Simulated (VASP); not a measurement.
Wanted: the native input for a VASP 6.6.1 run.

| Item | Value |
| --- | --- |
| Task | single point |
| Functional | PBEsol |
| Potentials or basis | VASP PAW PBE potentials, release 64 (Mo_sv) |
| Cutoff | 520 eV |
| k mesh | 11 × 11 × 11 |
| Occupations | fermi-dirac, width 0.1 eV |
| Spin | no spin polarisation |
| Dipole correction | no |
| Further INCAR settings | ALGO = Normal; EDIFF = 1e-06; NBANDS = 21 |

The structure of Mo lies in POSCAR:

```
Mo
1.0
    0.0000000000      2.8063407039      2.8063407039
    2.8063407039      0.0000000000      2.8063407039
    2.8063407039      2.8063407039      0.0000000000
Mo
2
Direct
    0.1250000000      0.1250000000      0.1250000000
    0.8750000000      0.8750000000      0.8750000000
```

The input as run:

INCAR

```
SYSTEM = Mo
  PREC = Accurate
  ENCUT = 520
  EDIFF = 1E-6
  ISMEAR = -1
  SIGMA = 0.1
  LREAL = .False.
  LASPH = .True.
  NELM = 60
  ALGO = Normal
  ISIF = 2
  LWAVE = .False.
  LCHARG = .False.
  GGA = PS
  NBANDS = 21
```

KPOINTS

```
regular mesh
0
Gamma
  11 11 11
  0 0 0
```

Potentials or basis: VASP PAW PBE potentials, release 64 (Mo_sv).

The run is started by

```console
$ cat potpaw_PBE.64/Mo_sv/POTCAR > POTCAR
$ mpirun -np 1 vasp_std > vasp.out
```

It gave:

The pressure is 0.5 GPa and the band gap on the k mesh is zero (band 14 reaches 7.41 eV, above the bottom of band 15 at 6.97 eV).

Caveat: the PAW data sets were made with another functional, which shifts forces and pressure a little.

Run time: 40 s on 1 thread of Intel(R) Xeon(R) Platinum 8375C CPU @ 2.90GHz (Ice Lake), on a shared host, peak memory 0.19 GiB.
